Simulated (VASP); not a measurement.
**HfSi20H10: single point with PBE**

The system is HfSi20H10, a slab with vacuum.

```
H Si Hf
1.0
     7.67918    0.00000    0.00000
     0.00000    7.67918    0.00000
     0.00000    0.00000   18.25436
H Si Hf
10 20 1
Direct
  0.40939 0.00000 0.05478
  0.09061 0.00000 0.05478
  0.90939 0.00000 0.05478
  0.59061 0.00000 0.05478
  0.40939 0.50000 0.05478
  0.09061 0.50000 0.05478
  0.90939 0.50000 0.05478
  0.59061 0.50000 0.05478
  0.23005 0.43513 0.45960
  0.76236 0.47232 0.47034
  0.25000 0.00000 0.10219
  0.75000 0.00000 0.10219
  0.25000 0.50000 0.10219
  0.75000 0.50000 0.10219
  0.25472 0.24807 0.17295
  0.74957 0.24740 0.17734
  0.25199 0.74877 0.18033
  0.74427 0.74650 0.17574
  0.01105 0.23223 0.24751
  0.49344 0.23243 0.25173
  0.99062 0.73557 0.25045
  0.50524 0.74380 0.25788
  0.97376 0.98580 0.32403
  0.50815 0.99870 0.33679
  0.98904 0.47617 0.32443
  0.50605 0.47625 0.32899
  0.23882 0.86646 0.38327
  0.76294 0.06833 0.41421
  0.24451 0.55540 0.38986
  0.75242 0.38115 0.39756
  0.21473 0.18246 0.39331
```

| Quantity | Value |
| --- | --- |
| Program | VASP 6.6.1 |
| Task | single point |
| Functional | PBE |
| Potentials or basis | VASP PAW PBE potentials, release 64 (H, Si, Hf_pv) |
| Cutoff | 520 eV |
| k mesh | 2 × 2 × 1 |
| Occupations | gaussian, width 0.05 eV |
| Spin | no spin polarisation |

```json
{
  "Largest force": "0.993 eV/Å",
  "Band gap on the k mesh": "0.21 eV (least direct gap 0.45 eV)"
}
```

Forces in eV/Å, atoms in the order of the input:
```
H   -0.607 -0.122 -0.042
H    0.600 -0.091 -0.004
H   -0.594 -0.038  0.004
H    0.585  0.012 -0.004
H   -0.594  0.075 -0.039
H    0.602  0.053  0.012
H   -0.600 -0.044  0.005
H    0.590 -0.120 -0.045
H    0.042 -0.024  0.148
H   -0.019  0.005 -0.018
Si   0.075 -0.436  0.007
Si  -0.032 -0.095  0.137
Si   0.120  0.311  0.089
Si  -0.122 -0.240  0.076
Si   0.008  0.050 -0.031
Si  -0.024 -0.042 -0.045
Si   0.015 -0.030 -0.027
Si  -0.024  0.024  0.002
Si   0.005  0.002 -0.011
Si   0.034  0.027 -0.046
Si   0.080 -0.134  0.001
Si  -0.076  0.003  0.000
Si   0.034  0.165  0.143
Si   0.028  0.022 -0.135
Si  -0.122  0.113 -0.006
Si   0.024  0.040  0.014
Si  -0.025 -0.361  0.565
Si  -0.206 -0.059  0.045
Si   0.048  0.113 -0.215
Si  -0.035  0.003 -0.050
Hf   0.191  0.817 -0.530
```

Levels at points of the mesh, in eV from the valence-band top:
| k point | band 47 | band 48 | band 49 | band 50 | band 51 | band 52 | band 53 | band 54 |
| --- | --- | --- | --- | --- | --- | --- | --- | --- |
| (0.00, 0.00, 0.00) | -1.06 | -0.87 | -0.79 | -0.48 | 0.21 | 0.60 | 1.00 | 1.11 |
| (0.50, 0.00, 0.00) | -1.21 | -0.83 | -0.61 | 0.00 | 0.62 | 0.78 | 0.92 | 1.24 |
| (0.00, 0.50, 0.00) | -0.95 | -0.84 | -0.59 | -0.23 | 0.22 | 0.41 | 0.62 | 0.81 |
| (0.50, 0.50, 0.00) | -1.86 | -0.58 | -0.44 | -0.04 | 0.54 | 0.71 | 0.84 | 1.04 |

Wall time 7.3 min on 1 thread of Intel(R) Xeon(R) 6975P-C (Granite Rapids), on a shared host, peak memory 1.1 GiB.

Caveat: there is no dipole correction, which matters where the two faces differ; spin-orbit coupling is left out, which moves the levels of the heavy elements.
